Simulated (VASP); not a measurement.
InSe2:

```
CELL_PARAMETERS angstrom
3.89489 0.00000 0.00000
0.00000 3.89489 0.00000
0.00000 0.00000 9.62623
ATOMIC_POSITIONS crystal
In 0.00000 0.50000 0.70647
In 0.50000 0.00000 0.29353
Se 0.00000 0.50000 0.36621
Se 0.50000 0.00000 0.63379
Se 0.00000 0.00000 0.00000
Se 0.50000 0.50000 0.00000
```

Base run:

- Program: VASP 6.6.1
- Functional: PBEsol
- Potentials or basis: VASP PAW PBE potentials, release 64 (In_d, Se)
- Cutoff: 520 eV
- k mesh: 10 × 10 × 4
- Occupations: gaussian, width 0.1 eV
- Spin: no spin polarisation

Its results: band gap on the k mesh zero (band 25 reaches 5.60 eV, above the bottom of band 26 at 3.50 eV); pressure -3.3 GPa; largest force 0.101 eV/Å.

**Question.** The run is repeated on the same cell with these changes: functional from PBEsol to r2SCAN; further incar settings from ALGO = Normal; EDIFF = 1e-06; NBANDS = 34 to ALGO = Normal; EDIFF = 1e-07; NBANDS = 34. What comes out?

**Answer.** Band gap on the k mesh zero (band 25 reaches 5.74 eV, above the bottom of band 26 at 3.43 eV); pressure -1.7 GPa; largest force 0.158 eV/Å.

Caveats: the PAW data sets were made with another functional, which shifts forces and pressure a little; spin-orbit coupling is left out, which moves the levels of the heavy elements.
